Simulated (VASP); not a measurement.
# Te5Mo (P4/mmm) in VASP: further runs

Runs on Te5Mo. Level: PBE. Tasks: single point, relaxation of cell and atoms.

Program: VASP 6.6.1. These are calculated values, not measurements. Logs are shortened: lines on timing, memory, paths and dates and some standing lists are left out, and cuts for length are marked.

**1. The cell of the first run**

It takes space group P4/mmm (No. 123, tetragonal). The conventional cell has a = 7.565 Å, b = 7.565 Å, c = 3.437 Å, α = 90.00°, β = 90.00°, γ = 90.00°. Te (site symmetry m2m) has 2 Mo at 2.81 Å and 5 Te at 3.11 to 3.44 Å within 3.7 Å. Te (site symmetry 4/mmm) has 10 Te at 3.44 to 4.09 Å within 4.5 Å. Mo (site symmetry 4/mmm) has 8 Te at 2.81 Å and 2 Mo at 3.44 Å within 3.7 Å.

The cell was generated, and may not be a known phase.

**2. Single point, PBE**

Contents of INCAR:

```
SYSTEM = Te5Mo
PREC = Accurate
ENCUT = 520
EDIFF = 1E-6
ISMEAR = 0
SIGMA = 0.1
LREAL = .False.
LASPH = .True.
NELM = 100
ALGO = Normal
ISIF = 2
LWAVE = .False.
LCHARG = .False.
GGA = PE
NBANDS = 31
```

Contents of KPOINTS:

```
regular mesh
0
Gamma
  2 2 6
  0 0 0
```

Contents of POSCAR:

```
Te5Mo
1.0
    7.5648282488      0.0000000000      0.0000000000
    0.0000000000      7.5648282488      0.0000000000
    0.0000000000      0.0000000000      3.4371207317
Te Mo
5 1
Direct
    0.2944079174      0.0000000000      0.5000000000
    0.7055920826      0.0000000000      0.5000000000
    0.0000000000      0.2944079174      0.5000000000
    0.0000000000      0.7055920826      0.5000000000
    0.5000000000      0.5000000000      0.5000000000
    0.0000000000      0.0000000000      0.0000000000
```

Potentials or basis: VASP PAW PBE potentials, release 64 (Te, Mo_sv).

Command:

```bash
$ cat potpaw_PBE.64/Te/POTCAR potpaw_PBE.64/Mo_sv/POTCAR > POTCAR
$ mpirun -np 1 vasp_std > vasp.out
```

OUTCAR:

```text
SYSTEM = Te5Mo
   PREC = Accurate
   ENCUT = 520
   EDIFF = 1E-6
   ISMEAR = 0
   LREAL = .False.
   LASPH = .True.
   NELM = 100
   ISIF = 2
   GGA = PE

 ion  position               nearest neighbor table
   1  0.294  0.000  0.500-   6 2.81   6 2.81   2 3.11   3 3.15   4 3.15
   2  0.706  0.000  0.500-   6 2.81   6 2.81   1 3.11   3 3.15   4 3.15
   3  0.000  0.294  0.500-   6 2.81   6 2.81   4 3.11   2 3.15   1 3.15
   4  0.000  0.706  0.500-   6 2.81   6 2.81   3 3.11   2 3.15   1 3.15
   5  0.500  0.500  0.500-
   6  0.000  0.000  0.000-   1 2.81   2 2.81   3 2.81   4 2.81   1 2.81   2 2.81   3 2.81   4 2.81

  LATTYP: Found a simple tetragonal cell.
 ALAT       =     7.5648282488
 C/A-ratio  =     0.4543554220

  Lattice vectors:

 A1 = (   7.5648282488,   0.0000000000,   0.0000000000)
 A2 = (   0.0000000000,   7.5648282488,   0.0000000000)
 A3 = (   0.0000000000,   0.0000000000,   3.4371207317)

Analysis of symmetry for initial positions (statically):
=====================================================================
 Subroutine PRICEL returns:
 Original cell was already a primitive cell.

 Routine SETGRP: Setting up the symmetry group for a
 simple tetragonal supercell.

 Subroutine GETGRP returns: Found 16 space group operations
 (whereof 16 operations were pure point group operations)
 out of a pool of 16 trial point group operations.

The static configuration has the point symmetry D_4h.

Analysis of symmetry for dynamics (positions and initial velocities):
=====================================================================
 Subroutine PRICEL returns:
 Original cell was already a primitive cell.

 Routine SETGRP: Setting up the symmetry group for a
 simple tetragonal supercell.

 Subroutine GETGRP returns: Found 16 space group operations
 (whereof 16 operations were pure point group operations)
 out of a pool of 16 trial point group operations.

The dynamic configuration has the point symmetry D_4h.

 Subroutine INISYM returns: Found 16 space group operations
 (whereof 16 operations are pure point group operations),
 and found     1 'primitive' translations

----------------------------------------------------------------------------------------

                                     Primitive cell

  volume of cell :     196.6948

[... 82 lines left out ...]
   NELM   =    100;   NELMIN=  2; NELMDL= -5     # of ELM steps
   EDIFF  = 0.1E-05   stopping-criterion for ELM
   LREAL  =      F    real-space projection
   EDIFFG = 0.1E-04   stopping-criterion for IOM
   NSW    =      0    number of steps for IOM
   IBRION =     -1    ionic relax: 0-MD 1-quasi-New 2-CG
   NFREE  =      0    steps in history (QN), initial steepest desc. (CG)
   ISIF   =      2    stress and relaxation
   ISYM   =      2    0-nonsym 1-usesym 2-fastsym
   POTIM  = 0.5000    time-step for ionic-motion
   TEBEG  =    0.0;   TEEND  =   0.0 temperature during run
   PSTRESS=    0.0 pullay stress
   NELECT =      44.0000    total number of electrons
   NUPDOWN=      -1.0000    fix difference up-down
   EMIN   =  10.00;   EMAX   =-10.00  energy-range for DOS
   EFERMI =   0.00;   METHOD = LEGACY
   ISMEAR =     0;   SIGMA  =   0.10  broadening in eV -4-tet -1-fermi 0-gaus
   EFERMI_NEDOS =   21; number of points for ismear=-14 and -15
   IALGO  =     38    algorithm
   IMIX   =      4    mixing-type and parameters
     AMIX     =   0.40;   BMIX     =  1.00
     AMIX_MAG =   1.60;   BMIX_MAG =  1.00
  volume/ion in A,a.u.               =      32.78       221.23
  Fermi-wavevector in a.u.,A,eV,Ry     =   0.993790  1.877991 13.437374  0.987619
  Thomas-Fermi vector in A             =   2.125697
   LORBIT       =      0    0 simple, 1 ext, 2 COOP (PROOUT), +10 PAW based schemes
   GGA     = PE    functional components
   LHFCALC =     F    Hartree Fock is set to
   AEXX    =    0.0000 exact exchange contribution
   IVDW    =     0    specifies the selected vdW correction
   LEPSILON=     F    determine dielectric tensor
   LRPA    =     F    only Hartree local field effects (RPA)
 non-spin polarized calculation
 Gauss-broadening in eV      SIGMA  =   0.10
  energy-cutoff  :      520.00
  volume of cell :      196.69
 maximum number of plane-waves:      5320
   NGX = 29   NGY = 29   NGZ = 13

 number of electron      43.9999999 magnetization

 Free energy of the ion-electron system (eV)
  ---------------------------------------------------
  ext. energy  EPLUGINS =         0.00000000
  ---------------------------------------------------
  free energy    TOTEN  =       -24.71239532 eV

  energy without entropy =      -24.68197402  energy(sigma->0) =      -24.69718467

 E-fermi :   5.7488     XC(G=0):  -9.1072

 val. band max:        5.7416156190   @ k =   0.5000   0.5000   0.1667
 cond. band min:       5.8148537640   @ k =   0.0000   0.0000   0.3333
 fundamental gap:      0.0732381450
 Fermi energy:         5.7487744960

 k-point     1 :       0.0000    0.0000    0.0000
  band No.  band energies     occupation
      1     -55.4393      2.00000
      2     -29.6296      2.00000
      3     -29.5179      2.00000
      4     -29.5179      2.00000
      5      -7.7631      2.00000
      6      -5.9047      2.00000
[... 397 lines left out ...]
     30       9.4791      0.00000
     31       9.4791      0.00000

------------------------ aborting loop because EDIFF is reached ----------------------------------------

  FORCE on cell =-STRESS in cart. coord.  units (eV):
  Direction    XX          YY          ZZ          XY          YZ          ZX
  --------------------------------------------------------------------------------------
  -------------------------------------------------------------------------------------
  Total        0.1864053      0.1864053     -0.1099610      0.0000000      0.0000000     -0.0000000
  in kB        1.5183640      1.5183640     -0.8956873      0.0000000      0.0000000     -0.0000000
  external PRESSURE =       0.7136802 kB  Pullay stress =       0.0000000 kB

 VOLUME and BASIS-vectors are now :
 -----------------------------------------------------------------------------
  energy-cutoff  :      520.00
  volume of cell :      196.69
      direct lattice vectors                 reciprocal lattice vectors
     7.564828249  0.000000000  0.000000000     0.132190708  0.000000000  0.000000000
     0.000000000  7.564828249  0.000000000     0.000000000  0.132190708  0.000000000
     0.000000000  0.000000000  3.437120732     0.000000000  0.000000000  0.290941191

 POSITION                                       TOTAL-FORCE (eV/Angst)
 -----------------------------------------------------------------------------------
      2.22715      0.00000      1.71856         0.016849     -0.000000     -0.000000
      5.33768      0.00000      1.71856        -0.016849      0.000000     -0.000000
      0.00000      2.22715      1.71856        -0.000000      0.016849      0.000000
      0.00000      5.33768      1.71856         0.000000     -0.016849     -0.000000
      3.78241      3.78241      1.71856         0.000000      0.000000     -0.000000
      0.00000      0.00000      0.00000         0.000000      0.000000     -0.000000
 -----------------------------------------------------------------------------------
    total drift:                               -0.000000      0.000000     -0.000000

  FREE ENERGIE OF THE ION-ELECTRON SYSTEM (eV)
  ---------------------------------------------------
  free  energy   TOTEN  =       -24.7123953150 eV

  energy  without entropy=      -24.6819740160  energy(sigma->0) =      -24.69718467
```

OSZICAR:

```text
N       E                     dE             d eps       ncg     rms          rms(c)
DAV:   1     0.236374789778E+03    0.23637E+03   -0.18592E+04   880   0.120E+03
DAV:   2    -0.918938623909E+01   -0.24556E+03   -0.23624E+03   937   0.235E+02
DAV:   3    -0.248548705575E+02   -0.15665E+02   -0.15246E+02   930   0.527E+01
DAV:   4    -0.252378938729E+02   -0.38302E+00   -0.38220E+00   914   0.879E+00
DAV:   5    -0.252481792492E+02   -0.10285E-01   -0.10283E-01   957   0.143E+00    0.196E+01
DAV:   6    -0.251692816828E+02    0.78898E-01   -0.32417E+00   815   0.836E+00    0.106E+01
DAV:   7    -0.256486616792E+02   -0.47938E+00   -0.83085E+00   773   0.112E+01    0.864E+00
DAV:   8    -0.248172029055E+02    0.83146E+00   -0.51549E+00   772   0.570E+00    0.343E+00
DAV:   9    -0.247322240645E+02    0.84979E-01   -0.27664E-01   867   0.204E+00    0.170E+00
DAV:  10    -0.247153464374E+02    0.16878E-01   -0.41778E-02   846   0.544E-01    0.704E-01
DAV:  11    -0.247124408274E+02    0.29056E-02   -0.86919E-03   873   0.246E-01    0.209E-01
DAV:  12    -0.247124818513E+02   -0.41024E-04   -0.92491E-04   850   0.106E-01    0.138E-01
DAV:  13    -0.247123941952E+02    0.87656E-04   -0.25993E-04   850   0.876E-02    0.304E-02
DAV:  14    -0.247123928978E+02    0.12974E-05   -0.18228E-05   800   0.228E-02    0.148E-02
DAV:  15    -0.247123947604E+02   -0.18626E-05   -0.60158E-06   852   0.124E-02    0.721E-03
DAV:  16    -0.247123953150E+02   -0.55466E-06   -0.13584E-06   581   0.432E-03
   1 F= -.24712395E+02 E0= -.24697185E+02  d E =-.304213E-01
```

Run time: 2.6 min. Hardware: 1 thread of Intel Xeon 8259CL, shared host; peak memory 0.28 GiB.

Results:

| Property | Result |
| --- | --- |
| Free energy | -24.7124 eV |
| Pressure | 0.1 GPa |
| Largest force | 0.017 eV/Å |
| Band gap on the k mesh | zero (bands 22 and 23 overlap by 0.99 eV) |

Forces on the atoms (eV/Å):
```
Te   0.017  0.000  0.000
Te  -0.017  0.000  0.000
Te   0.000  0.017  0.000
Te   0.000 -0.017  0.000
Te   0.000  0.000  0.000
Mo   0.000  0.000  0.000
```

Levels at points of the mesh, in eV from the Fermi level:
```
           k point  band 19  band 20  band 21  band 22  band 23  band 24  band 25  band 26
(0.00, 0.00, 0.00)    -1.48    -0.26     0.52     0.55     0.55     0.96     1.20     1.97
(0.50, 0.00, 0.00)    -1.62    -0.95    -0.05     0.15     0.33     0.79     1.68     1.90
(0.50, 0.50, 0.00)    -0.92    -0.82    -0.26    -0.26     0.11     0.27     1.94     2.06
(0.00, 0.00, 0.50)    -1.83    -1.83    -1.09    -1.08     0.44     0.66     0.66     0.74
(0.50, 0.00, 0.50)    -1.11    -1.09    -0.42    -0.27    -0.26     0.58     1.11     1.12
(0.50, 0.50, 0.50)    -1.09    -0.99    -0.99     0.22     0.39     0.39     1.00     1.67
```

Caveat: the k points lie up to 0.42 Å⁻¹ apart, too coarse for converged energies and pressures of a metal; spin-orbit coupling is left out, which moves the levels of the heavy elements.

**3. Single point, PBE**

This run uses another cell than the first one, of 23.05 Å³/atom.

Contents of INCAR:

```
SYSTEM = Te5Mo
PREC = Accurate
ENCUT = 520
EDIFF = 1E-7
ISMEAR = 0
SIGMA = 0.1
LREAL = .False.
LASPH = .True.
NELM = 80
ALGO = Normal
ISIF = 2
LWAVE = .False.
LCHARG = .True.
GGA = PE
LELF = .True.
LVHAR = .True.
NBANDS = 31
```

Contents of KPOINTS:

```
regular mesh
0
Gamma
  4 4 4
  0 0 0
```

Contents of POSCAR:

```
Te5Mo
1.0
    4.9703712800      0.0000000000      0.0000000000
    0.0000000000      4.9703712800      0.0000000000
    0.0000000000      0.0000000000      5.5970832300
Te Mo
5 1
Direct
    0.3382902400      0.0000000000      0.5000000000
    0.6617097600      0.0000000000      0.5000000000
    0.0000000000      0.3382902400      0.5000000000
    0.0000000000      0.6617097600      0.5000000000
    0.5000000000      0.5000000000      0.5000000000
    0.0000000000      0.0000000000      0.0000000000
```

Potentials or basis: VASP PAW PBE potentials, release 64 (Te, Mo_sv).

Command:

```bash
$ cat potpaw_PBE.64/Te/POTCAR potpaw_PBE.64/Mo_sv/POTCAR > POTCAR
$ mpirun -np 1 vasp_std > vasp.out
```

Wall time 4 min (1 thread of Intel Xeon 8259CL, shared host); peak memory 0.24 GiB.

The run converged. Its results:

* Free energy: 66.9813 eV
* Pressure: 216.5 GPa
* Largest force: 106.866 eV/Å
* Band gap on the k mesh: zero (bands 22 and 23 overlap by 0.33 eV)

Forces in eV/Å, atoms in the order of the input:
```
Te  -106.866    0.000    0.000
Te   106.866    0.000    0.000
Te     0.000 -106.866    0.000
Te     0.000  106.866    0.000
Te     0.000    0.000    0.000
Mo     0.000    0.000    0.000
```

Stress tensor (GPa, compression positive):
```
331.43   0.00   0.00
  0.00 331.43   0.00
  0.00   0.00 -13.21
```

Levels at points of the mesh, in eV from the Fermi level:
```csv
k point,band 19,band 20,band 21,band 22,band 23,band 24,band 25,band 26
"(0.00, 0.00, 0.00)",-2.13,-0.56,-0.02,0.20,1.61,1.61,2.66,2.66
"(0.50, 0.00, 0.00)",-1.17,-0.40,-0.18,0.01,0.07,0.17,0.28,1.21
"(0.50, 0.50, 0.00)",-3.57,-1.08,-0.48,0.11,0.11,0.23,0.50,1.10
"(0.00, 0.00, 0.50)",-0.59,-0.07,-0.07,0.00,0.07,0.40,1.68,2.75
"(0.50, 0.00, 0.50)",-0.54,-0.32,-0.19,-0.10,0.02,0.16,0.51,1.57
"(0.50, 0.50, 0.50)",-3.46,-0.19,-0.17,-0.17,-0.12,0.04,0.10,3.21
```

Caveat: atoms lie so close that the PAW spheres overlap strongly, which falsifies energies and pressures; the stress differs along the axes, from -13 to 331 GPa; spin-orbit coupling is left out, which moves the levels of the heavy elements; forces of over 1 eV/Å act on the atoms, so gaps and moduli don't describe the material at rest.

**4. Single point, PBE**

This run uses another cell than the first one, of 34.04 Å³/atom.

Contents of INCAR:

```
ALGO = Normal
EDIFF = 1E-6
ENCUT = 520
GGA = PE
ISIF = 2
ISMEAR = 0
LASPH = T
LCHARG = F
LREAL = F
LWAVE = F
NBANDS = 31
NELM = 60
PREC = Accurate
SIGMA = 0.1
```

Contents of KPOINTS:

```
k-points
0
Gamma
  4 4 4
```

Contents of POSCAR:

```
Te5Mo
1.0
    7.6013864728      0.0000000000      0.0000000000
    0.0000000000      7.6013864728      0.0000000000
    0.0000000000      0.0000000000      3.5346723038
Te Mo
5 1
Direct
    0.2880312284      0.0000000000      0.5000000000
    0.7119687716      0.0000000000      0.5000000000
    0.0000000000      0.2880312284      0.5000000000
    0.0000000000      0.7119687716      0.5000000000
    0.5000000000      0.5000000000      0.5000000000
    0.0000000000      0.0000000000      0.0000000000
```

Command:

```bash
$ cat potpaw_PBE.64/Te/POTCAR potpaw_PBE.64/Mo_sv/POTCAR > POTCAR
$ mpirun -np 1 vasp_std > vasp.out
```

Run time: 4.1 min. Hardware: 1 thread of Intel Xeon 8259CL, shared host; peak memory 0.33 GiB.

It converged, with:

```
Free energy            : -24.4901 eV
Pressure               : 0.0 GPa
Largest force          : 0.009 eV/Å
Band gap on the k mesh : zero (bands 22 and 23 overlap by 0.93 eV)
```

Forces on the atoms (eV/Å):
```
Te   0.009  0.000  0.000
Te  -0.009  0.000  0.000
Te   0.000  0.009  0.000
Te   0.000 -0.009  0.000
Te   0.000  0.000  0.000
Mo   0.000  0.000  0.000
```

Levels at points of the mesh, in eV from the Fermi level:
| k point | band 19 | band 20 | band 21 | band 22 | band 23 | band 24 | band 25 | band 26 |
| --- | --- | --- | --- | --- | --- | --- | --- | --- |
| (0.00, 0.00, 0.00) | -1.38 | -0.58 | 0.52 | 0.71 | 0.71 | 1.06 | 1.15 | 2.18 |
| (0.50, 0.00, 0.00) | -1.28 | -0.82 | -0.40 | 0.19 | 0.61 | 0.80 | 1.45 | 2.10 |
| (0.50, 0.50, 0.00) | -0.69 | -0.54 | -0.17 | -0.02 | -0.02 | 0.20 | 1.78 | 2.16 |
| (0.00, 0.00, 0.50) | -1.70 | -1.70 | -1.04 | -0.77 | 0.68 | 0.71 | 0.72 | 0.72 |
| (0.50, 0.00, 0.50) | -1.05 | -1.01 | -0.33 | -0.26 | -0.18 | 0.67 | 1.09 | 1.14 |
| (0.50, 0.50, 0.50) | -1.03 | -0.93 | -0.93 | 0.41 | 0.41 | 0.44 | 0.77 | 1.87 |

Caveat: the k points lie up to 0.44 Å⁻¹ apart, too coarse for converged energies and pressures of a metal; spin-orbit coupling is left out, which moves the levels of the heavy elements.

[end of part 1 of 2]

The gap in the log of VASP goes by the Fermi energy; the results here count the filled bands.